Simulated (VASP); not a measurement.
Pt:

```
Pt
1.0
     0.00000    1.96090    1.96090
     1.96090    0.00000    1.96090
     1.96090    1.96090    0.00000
Pt
1
Direct
  0.00000 0.00000 0.00000
```

* Program: VASP 6.6.1
* Task: relaxation of cell and atoms
* Functional: LDA
* Potentials or basis: VASP PAW LDA potentials, release 64 (Pt)
* Cutoff: 600 eV
* k mesh: 11 × 11 × 11
* Occupations: gaussian, width 0.05 eV
* Spin: no spin polarisation

At the start: pressure -5.9 GPa; volume 15.08 Å³/atom.

Question: Where does the relaxation end?

Answer: Over 4 steps the energy falls by 5.6 meV/atom and the volume is 14.78 Å³/atom (-2.0 %); space group Fm-3m (No. 225, to 0.05 Å).

Step by step:
```tsv
step	energy change (eV)	largest force (eV/Å)	pressure (GPa)	volume (Å³)
1	0.0000	0.0000	-5.86	15.08
2	0.0510	0.0000	22.16	13.91
3	-0.0056	0.0000	-0.16	14.79
4	-0.0056	0.0000	-0.02	14.78
```

Final structure:
```cif
data_structure
_symmetry_space_group_name_H-M 'P 1'
_symmetry_Int_Tables_number 1
_cell_length_a 2.7547
_cell_length_b 2.7547
_cell_length_c 2.7547
_cell_angle_alpha 60.000
_cell_angle_beta 60.000
_cell_angle_gamma 60.000
_cell_volume 14.78
loop_
_atom_site_label
_atom_site_type_symbol
_atom_site_fract_x
_atom_site_fract_y
_atom_site_fract_z
_atom_site_occupancy
Pt1 Pt 0.00000 0.00000 0.00000 1
```
